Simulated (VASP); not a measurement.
Crystal: ZnCu2SnS4.

```
Zn Cu Sn S
1.0
    -2.71710    2.71710    5.42480
     2.71710   -2.71710    5.42480
     2.71710    2.71710   -5.42480
Zn Cu Sn S
1 2 1 4
Direct
  0.25000 0.75000 0.50000
  0.00000 0.00000 0.00000
  0.75000 0.25000 0.50000
  0.50000 0.50000 0.00000
  0.37161 0.88441 0.99960
  0.11559 0.11519 0.48720
  0.88481 0.37201 0.00040
  0.62799 0.62839 0.51280
```

```yaml
Program: VASP 6.6.1
Task: relaxation of cell and atoms
Functional: PBEsol
Potentials_or_basis: VASP PAW PBE potentials, release 64 (Zn, Cu, Sn_d, S)
Cutoff: 600 eV
k_mesh: 10 × 10 × 10
Occupations: gaussian, width 0.03 eV
Spin: no spin polarisation
```

At the start: pressure -1.5 GPa; volume 20.02 Å³/atom.

**Question.** How do energy, volume and symmetry change on relaxing?

**Answer.** Over 11 steps the energy falls by 13.5 meV/atom and the volume is 19.45 Å³/atom (-2.8 %); space group I-4 (No. 82, to 0.1 Å) before and after.

The path:
| step | energy change (eV) | largest force (eV/Å) | pressure (GPa) | volume (Å³) |
| --- | --- | --- | --- | --- |
| 1 | 0.0000 | 0.6231 | -1.48 | 160.20 |
| 2 | -0.0795 | 0.3880 | 0.15 | 155.95 |
| 3 | -0.0905 | 0.2491 | 1.19 | 153.71 |
| 4 | -0.1075 | 0.0552 | -0.10 | 155.79 |
| 5 | -0.1078 | 0.0430 | 0.02 | 155.58 |
| 6 | -0.1078 | 0.0424 | 0.06 | 155.54 |
| 7 | -0.1081 | 0.0194 | -0.01 | 155.67 |
| 8 | -0.1081 | 0.0130 | -0.06 | 155.79 |
| 9 | -0.1081 | 0.0110 | 0.00 | 155.75 |
| 10 | -0.1081 | 0.0111 | -0.04 | 155.76 |
| 11 | -0.1082 | 0.0088 | 0.01 | 155.64 |

Final structure:
```xyz
8
Lattice="-2.6903 2.6903 5.3758 2.6903 -2.6903 5.3758 2.6903 2.6903 -5.3758" Properties=species:S:1:pos:R:3 pbc="T T T"
Zn    2.6903    0.0000    2.6879
Cu    0.0000    0.0000    0.0000
Cu    0.0000    2.6903    2.6879
Sn    0.0000    0.0000    5.3758
S     1.4412   -1.3946    6.7709
S     1.2957    1.2491   -1.3951
S     1.2491    4.0849    1.3951
S     1.3946    1.4412    3.9807
```

Caveat: the PAW data sets were made with another functional, which shifts forces and pressure a little.
